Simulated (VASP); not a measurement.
# P4C (Pm-3m) in VASP: a series of runs

P4C is run at these levels: PBE; tasks: single point.

Program: VASP 6.6.1. These are calculated values, not measurements. Logs are shortened: lines on timing, memory, paths and dates and some standing lists are left out, and cuts for length are marked.

### 1 The cell of the first run

The structure is cubic, space group Pm-3m (No. 221). The conventional cell has a = 4.498 Å, b = 4.498 Å, c = 4.498 Å, α = 90.00°, β = 90.00°, γ = 90.00°. P (site symmetry 4/mmm) has 2 C at 2.25 Å within 3.0 Å. Within 4.2 Å of P (site symmetry m-3m) lie 12 P at 3.18 Å and 8 C at 3.90 Å. Within 3.0 Å of C (site symmetry m-3m) lie 6 P at 2.25 Å.

The cell was built from a structure type or drawn by symmetry, and may not be a known phase.

### 2 Single point, PBE

The input, INCAR:

```
PREC = Accurate
ENCUT = 520
EDIFF = 1E-7
ISMEAR = 0
SIGMA = 0.1
LREAL = F
LASPH = T
NELM = 80
ALGO = Normal
ISIF = 2
LWAVE = F
LCHARG = T
GGA = PE
LELF = T
LVHAR = T
NBANDS = 20
```

The input, KPOINTS:

```
Automatic mesh
0
Gamma
  4 4 4
```

The input, POSCAR:

```
P4C
1.0
    4.4979815600      0.0000000000      0.0000000000
    0.0000000000      4.4979815600      0.0000000000
    0.0000000000      0.0000000000      4.4979815600
P C
4 1
Direct
    0.5000000000      0.0000000000      0.0000000000
    0.0000000000      0.5000000000      0.0000000000
    0.0000000000      0.0000000000      0.5000000000
    0.5000000000      0.5000000000      0.5000000000
    0.0000000000      0.0000000000      0.0000000000
```

Potentials or basis: VASP PAW PBE potentials, release 64 (P, C).

The run is started by

```
cat potpaw_PBE.64/P/POTCAR potpaw_PBE.64/C/POTCAR > POTCAR
mpirun -np 1 vasp_std > vasp.out
```

OUTCAR:

```text
PREC = Accurate
   ENCUT = 520
   EDIFF = 1E-7
   ISMEAR = 0
   LREAL = F
   LASPH = T
   NELM = 80
   ISIF = 2
   GGA = PE

 ion  position               nearest neighbor table
   1  0.500  0.000  0.000-   5 2.25   5 2.25
   2  0.000  0.500  0.000-   5 2.25   5 2.25
   3  0.000  0.000  0.500-   5 2.25   5 2.25
   4  0.500  0.500  0.500-
   5  0.000  0.000  0.000-   1 2.25   2 2.25   3 2.25   3 2.25   2 2.25   1 2.25

  LATTYP: Found a simple cubic cell.
 ALAT       =     4.4979815600

  Lattice vectors:

 A1 = (   4.4979815600,   0.0000000000,   0.0000000000)
 A2 = (   0.0000000000,   4.4979815600,   0.0000000000)
 A3 = (   0.0000000000,   0.0000000000,   4.4979815600)

Analysis of symmetry for initial positions (statically):
=====================================================================
 Subroutine PRICEL returns:
 Original cell was already a primitive cell.

 Routine SETGRP: Setting up the symmetry group for a
 simple cubic supercell.

 Subroutine GETGRP returns: Found 48 space group operations
 (whereof 48 operations were pure point group operations)
 out of a pool of 48 trial point group operations.

The static configuration has the point symmetry O_h .

Analysis of symmetry for dynamics (positions and initial velocities):
=====================================================================
 Subroutine PRICEL returns:
 Original cell was already a primitive cell.

 Routine SETGRP: Setting up the symmetry group for a
 simple cubic supercell.

 Subroutine GETGRP returns: Found 48 space group operations
 (whereof 48 operations were pure point group operations)
 out of a pool of 48 trial point group operations.

The dynamic configuration has the point symmetry O_h .

 Subroutine INISYM returns: Found 48 space group operations
 (whereof 48 operations are pure point group operations),
 and found     1 'primitive' translations

----------------------------------------------------------------------------------------

                                     Primitive cell

  volume of cell :      91.0024

  direct lattice vectors                    reciprocal lattice vectors
     4.497981560  0.000000000  0.000000000     0.222321943  0.000000000  0.000000000
     0.000000000  4.497981560  0.000000000     0.000000000  0.222321943  0.000000000
[... 75 lines left out ...]
   NELM   =     80;   NELMIN=  2; NELMDL= -5     # of ELM steps
   EDIFF  = 0.1E-06   stopping-criterion for ELM
   LREAL  =      F    real-space projection
   EDIFFG = 0.1E-05   stopping-criterion for IOM
   NSW    =      0    number of steps for IOM
   IBRION =     -1    ionic relax: 0-MD 1-quasi-New 2-CG
   NFREE  =      0    steps in history (QN), initial steepest desc. (CG)
   ISIF   =      2    stress and relaxation
   ISYM   =      2    0-nonsym 1-usesym 2-fastsym
   POTIM  = 0.5000    time-step for ionic-motion
   TEBEG  =    0.0;   TEEND  =   0.0 temperature during run
   PSTRESS=    0.0 pullay stress
   NELECT =      24.0000    total number of electrons
   NUPDOWN=      -1.0000    fix difference up-down
   EMIN   =  10.00;   EMAX   =-10.00  energy-range for DOS
   EFERMI =   0.00;   METHOD = LEGACY
   ISMEAR =     0;   SIGMA  =   0.10  broadening in eV -4-tet -1-fermi 0-gaus
   EFERMI_NEDOS =   21; number of points for ismear=-14 and -15
   IALGO  =     38    algorithm
   IMIX   =      4    mixing-type and parameters
     AMIX     =   0.40;   BMIX     =  1.00
     AMIX_MAG =   1.60;   BMIX_MAG =  1.00
  volume/ion in A,a.u.               =      18.20       122.82
  Fermi-wavevector in a.u.,A,eV,Ry     =   1.049851  1.983930 14.996160  1.102187
  Thomas-Fermi vector in A             =   2.184830
   LORBIT       =      0    0 simple, 1 ext, 2 COOP (PROOUT), +10 PAW based schemes
   GGA     = PE    functional components
   LHFCALC =     F    Hartree Fock is set to
   AEXX    =    0.0000 exact exchange contribution
   IVDW    =     0    specifies the selected vdW correction
   LEPSILON=     F    determine dielectric tensor
   LRPA    =     F    only Hartree local field effects (RPA)
 non-spin polarized calculation
 Gauss-broadening in eV      SIGMA  =   0.10
  energy-cutoff  :      520.00
  volume of cell :       91.00
 maximum number of plane-waves:      2469
 NGX is ok and might be reduce to    36
   NGX = 17   NGY = 17   NGZ = 17

 number of electron      23.9999997 magnetization

 Free energy of the ion-electron system (eV)
  ---------------------------------------------------
  ext. energy  EPLUGINS =         0.00000000
  ---------------------------------------------------
  free energy    TOTEN  =       -22.58317121 eV

  energy without entropy =      -22.53662238  energy(sigma->0) =      -22.55989679

 E-fermi :   5.4716     XC(G=0): -10.0755

 val. band max:        5.4604535027   @ k =   0.5000   0.0000   0.0000
 cond. band min:       5.4917140269   @ k =   0.2500   0.2500   0.0000
 fundamental gap:      0.0312605242
 Fermi energy:         5.4715852052

 k-point     1 :       0.0000    0.0000    0.0000
  band No.  band energies     occupation
      1      -9.0912      2.00000
      2      -4.1277      2.00000
      3      -3.1696      2.00000
      4      -3.1696      2.00000
      5      -0.8196      2.00000
      6      -0.8196      2.00000
[... 219 lines left out ...]
     19       7.7666      0.00000
     20       8.3897      0.00000

------------------------ aborting loop because EDIFF is reached ----------------------------------------

  FORCE on cell =-STRESS in cart. coord.  units (eV):
  Direction    XX          YY          ZZ          XY          YZ          ZX
  --------------------------------------------------------------------------------------
  -------------------------------------------------------------------------------------
  Total       -9.9926450     -9.9926450     -9.9926450      0.0000000      0.0000000     -0.0000000
  in kB     -175.9292413   -175.9292413   -175.9292413      0.0000000      0.0000000     -0.0000000
  external PRESSURE =    -175.9292413 kB  Pullay stress =       0.0000000 kB

 VOLUME and BASIS-vectors are now :
 -----------------------------------------------------------------------------
  energy-cutoff  :      520.00
  volume of cell :       91.00
      direct lattice vectors                 reciprocal lattice vectors
     4.497981560  0.000000000  0.000000000     0.222321943  0.000000000  0.000000000
     0.000000000  4.497981560  0.000000000     0.000000000  0.222321943  0.000000000
     0.000000000  0.000000000  4.497981560     0.000000000  0.000000000  0.222321943

 POSITION                                       TOTAL-FORCE (eV/Angst)
 -----------------------------------------------------------------------------------
      2.24899      0.00000      0.00000         0.000000      0.000000      0.000000
      0.00000      2.24899      0.00000         0.000000      0.000000      0.000000
      0.00000      0.00000      2.24899         0.000000      0.000000      0.000000
      2.24899      2.24899      2.24899         0.000000      0.000000      0.000000
      0.00000      0.00000      0.00000         0.000000      0.000000      0.000000
 -----------------------------------------------------------------------------------
    total drift:                               -0.000000      0.000000     -0.000000

  FREE ENERGIE OF THE ION-ELECTRON SYSTEM (eV)
  ---------------------------------------------------
  free  energy   TOTEN  =       -22.5831712081 eV

  energy  without entropy=      -22.5366223813  energy(sigma->0) =      -22.55989679
```

OSZICAR:

```text
N       E                     dE             d eps       ncg     rms          rms(c)
DAV:   1     0.612686236722E+02    0.61269E+02   -0.10019E+04   400   0.103E+03
DAV:   2    -0.186745645157E+02   -0.79943E+02   -0.77578E+02   552   0.153E+02
DAV:   3    -0.234472867510E+02   -0.47727E+01   -0.45530E+01   496   0.347E+01
DAV:   4    -0.235260205707E+02   -0.78734E-01   -0.78413E-01   472   0.537E+00
DAV:   5    -0.235278802538E+02   -0.18597E-02   -0.18591E-02   504   0.753E-01    0.815E+00
DAV:   6    -0.235060274805E+02    0.21853E-01   -0.13538E+01   500   0.143E+01    0.524E+00
DAV:   7    -0.226352704796E+02    0.87076E+00   -0.17119E+00   468   0.640E+00    0.300E+00
DAV:   8    -0.226005854847E+02    0.34685E-01   -0.52441E-01   452   0.329E+00    0.166E+00
DAV:   9    -0.225866465105E+02    0.13939E-01   -0.61566E-02   452   0.142E+00    0.494E-01
DAV:  10    -0.225832596655E+02    0.33868E-02   -0.19016E-02   484   0.591E-01    0.170E-01
DAV:  11    -0.225835790340E+02   -0.31937E-03   -0.46631E-03   484   0.319E-01    0.159E-01
DAV:  12    -0.225831950591E+02    0.38397E-03   -0.63000E-04   488   0.128E-01    0.445E-02
DAV:  13    -0.225832246415E+02   -0.29582E-04   -0.83305E-05   460   0.492E-02    0.507E-02
DAV:  14    -0.225831716168E+02    0.53025E-04   -0.10064E-04   552   0.428E-02    0.132E-02
DAV:  15    -0.225831711605E+02    0.45624E-06   -0.10859E-05   460   0.157E-02    0.680E-03
DAV:  16    -0.225831712081E+02   -0.47588E-07   -0.40034E-07   432   0.350E-03
   1 F= -.22583171E+02 E0= -.22559897E+02  d E =-.465488E-01
```

Run time: 11 s. Hardware: 1 thread of Intel Xeon 6975P-C (Granite Rapids), shared host; peak memory 0.19 GiB.

What came out:

* Free energy: -22.5832 eV
* Pressure: -17.6 GPa
* Band gap on the k mesh: zero (bands 12 and 13 overlap by 1.52 eV)

Caveat: the cell stands under tension.

### 3 Single point, PBE, collinear spin

This run uses another cell than the first one, of 13.02 Å³/atom.

The input, INCAR:

```
PREC     = Accurate       # precision mode
ENCUT    = 520            # plane-wave cutoff, eV
EDIFF    = 1E-6           # SCF threshold, eV
ISMEAR   = 0              # smearing method
SIGMA    = 0.1            # smearing width, eV
LREAL    = F              # projectors in reciprocal space
LASPH    = T              # aspherical terms in the spheres
NELM     = 150            # most SCF steps
ALGO     = Normal         # electronic algorithm
ISIF     = 2              # what is computed and relaxed
LWAVE    = F              # write WAVECAR
LCHARG   = F              # write CHGCAR
ISPIN    = 2              # spin polarisation
MAGMOM   = 0 0 0 0 1      # initial moments
LORBIT   = 11             # projections on sites
GGA      = PE             # functional
NBANDS   = 24             # bands
```

KPOINTS is that of step 2.

POSCAR: that of step 2 with these lines changed.

```diff
@@ -2,5 +2,5 @@
 1.0
-    4.4979815600      0.0000000000      0.0000000000
-    0.0000000000      4.4979815600      0.0000000000
-    0.0000000000      0.0000000000      4.4979815600
+    4.0229158170      0.0000000000      0.0000000000
+    0.0000000000      4.0229158170      0.0000000000
+    0.0000000000      0.0000000000      4.0229158170
 P C
```

Potentials or basis: VASP PAW PBE potentials, release 64 (P, C).

The run is started by

```
cat potpaw_PBE.64/P/POTCAR potpaw_PBE.64/C/POTCAR > POTCAR
mpirun -np 1 vasp_std > vasp.out
```

OUTCAR:

```text
PREC = Accurate
   ENCUT = 520
   EDIFF = 1E-6
   ISMEAR = 0
   LREAL = F
   LASPH = T
   NELM = 150
   ISIF = 2
   ISPIN = 2
   LORBIT = 11
   GGA = PE

 ion  position               nearest neighbor table
   1  0.500  0.000  0.000-   5 2.01   5 2.01   4 2.84   2 2.84   3 2.84   4 2.84   2 2.84   4 2.84
                             4 2.84   2 2.84   3 2.84   3 2.84   3 2.84   2 2.84
   2  0.000  0.500  0.000-   5 2.01   5 2.01   4 2.84   1 2.84   3 2.84   4 2.84   1 2.84   3 2.84
                             3 2.84   3 2.84   1 2.84   4 2.84   4 2.84   1 2.84
   3  0.000  0.000  0.500-   5 2.01   5 2.01   4 2.84   1 2.84   1 2.84   2 2.84   2 2.84   2 2.84
                             4 2.84   2 2.84   1 2.84   4 2.84   1 2.84   4 2.84
   4  0.500  0.500  0.500-   1 2.84   2 2.84   3 2.84   1 2.84   2 2.84   1 2.84   3 2.84   1 2.84
                             2 2.84   3 2.84   2 2.84   3 2.84
   5  0.000  0.000  0.000-   1 2.01   2 2.01   3 2.01   3 2.01   2 2.01   1 2.01

  LATTYP: Found a simple cubic cell.
 ALAT       =     4.0229158170

  Lattice vectors:

 A1 = (   4.0229158170,   0.0000000000,   0.0000000000)
 A2 = (   0.0000000000,   4.0229158170,   0.0000000000)
 A3 = (   0.0000000000,   0.0000000000,   4.0229158170)

[... 738 lines left out ...]
  Total       -0.1138796     -0.1138796     -0.1138796      0.0000000     -0.0000000     -0.0000000
  in kB       -2.8024233     -2.8024233     -2.8024233      0.0000000     -0.0000000     -0.0000000
  external PRESSURE =      -2.8024233 kB  Pullay stress =       0.0000000 kB

 VOLUME and BASIS-vectors are now :
 -----------------------------------------------------------------------------
  energy-cutoff  :      520.00
  volume of cell :       65.11
      direct lattice vectors                 reciprocal lattice vectors
     4.022915817  0.000000000  0.000000000     0.248575920  0.000000000  0.000000000
     0.000000000  4.022915817  0.000000000     0.000000000  0.248575920  0.000000000
     0.000000000  0.000000000  4.022915817     0.000000000  0.000000000  0.248575920

 POSITION                                       TOTAL-FORCE (eV/Angst)
 -----------------------------------------------------------------------------------
      2.01146      0.00000      0.00000         0.000000      0.000000      0.000000
      0.00000      2.01146      0.00000         0.000000      0.000000      0.000000
      0.00000      0.00000      2.01146         0.000000      0.000000      0.000000
      2.01146      2.01146      2.01146         0.000000      0.000000      0.000000
      0.00000      0.00000      0.00000         0.000000      0.000000      0.000000
 -----------------------------------------------------------------------------------
    total drift:                                0.000000     -0.000000      0.000000

  FREE ENERGIE OF THE ION-ELECTRON SYSTEM (eV)
  ---------------------------------------------------
  free  energy   TOTEN  =       -24.4625527151 eV

  energy  without entropy=      -24.4233009970  energy(sigma->0) =      -24.44292686

 total charge

# of ion       s       p       d       tot
------------------------------------------
    1        1.125   1.203   0.000   2.328
    2        1.125   1.203   0.000   2.328
    3        1.125   1.203   0.000   2.328
    4        1.157   1.113   0.000   2.271
    5        0.899   1.480   0.000   2.380
--------------------------------------------------
tot          5.430   6.203   0.000  11.633

 magnetization (x)

# of ion       s       p       d       tot
------------------------------------------
    1        0.002   0.010   0.000   0.012
    2        0.002   0.010   0.000   0.012
    3        0.002   0.010   0.000   0.012
    4        0.000   0.017   0.000   0.017
    5        0.001   0.022   0.000   0.023
--------------------------------------------------
tot          0.006   0.069   0.000   0.075
```

OSZICAR:

```text
N       E                     dE             d eps       ncg     rms          rms(c)
DAV:   1     0.596242358728E+02    0.59624E+02   -0.10432E+04   960   0.882E+02
DAV:   2    -0.216049460217E+02   -0.81229E+02   -0.77429E+02  1256   0.150E+02
DAV:   3    -0.254427987411E+02   -0.38379E+01   -0.37876E+01  1232   0.294E+01
DAV:   4    -0.254769133590E+02   -0.34115E-01   -0.34096E-01  1200   0.338E+00
DAV:   5    -0.254772575772E+02   -0.34422E-03   -0.34419E-03  1272   0.313E-01    0.119E+01
DAV:   6    -0.247004376280E+02    0.77682E+00   -0.75468E+00  1208   0.121E+01    0.543E+00
DAV:   7    -0.244553739154E+02    0.24506E+00   -0.13069E+00  1136   0.502E+00    0.398E+00
DAV:   8    -0.244663492150E+02   -0.10975E-01   -0.13207E-01  1200   0.169E+00    0.117E+00
DAV:   9    -0.244638207777E+02    0.25284E-02   -0.27174E-02  1216   0.703E-01    0.356E-01
DAV:  10    -0.244624227260E+02    0.13981E-02   -0.43081E-03  1176   0.320E-01    0.107E-01
DAV:  11    -0.244625815535E+02   -0.15883E-03   -0.66955E-04  1232   0.128E-01    0.824E-02
DAV:  12    -0.244625279112E+02    0.53642E-04   -0.26703E-04  1192   0.676E-02    0.323E-02
DAV:  13    -0.244625418757E+02   -0.13965E-04   -0.50963E-05  1200   0.336E-02    0.175E-02
DAV:  14    -0.244625524349E+02   -0.10559E-04   -0.11101E-05  1208   0.158E-02    0.159E-02
DAV:  15    -0.244625527151E+02   -0.28020E-06   -0.49263E-07   736   0.363E-03
   1 F= -.24462553E+02 E0= -.24442927E+02  d E =-.392517E-01  mag=     0.1458
```

Wall time 19 s (1 thread of Intel Xeon 6975P-C (Granite Rapids), shared host); peak memory 0.18 GiB.

Results:

| Property | Result |
| --- | --- |
| Free energy | -24.4626 eV |
| Pressure | -0.3 GPa |
| Net moment | 0.15 μB per cell |
| Site moments | P +0.01, +0.02 (each value once); C +0.02 μB |
| Valence electrons inside the program's atomic spheres | P 2.33, 2.27 (each value once); C 2.38 |

Caveat: the k points lie up to 0.39 Å⁻¹ apart.

(Part 1 of 2 ends here.)
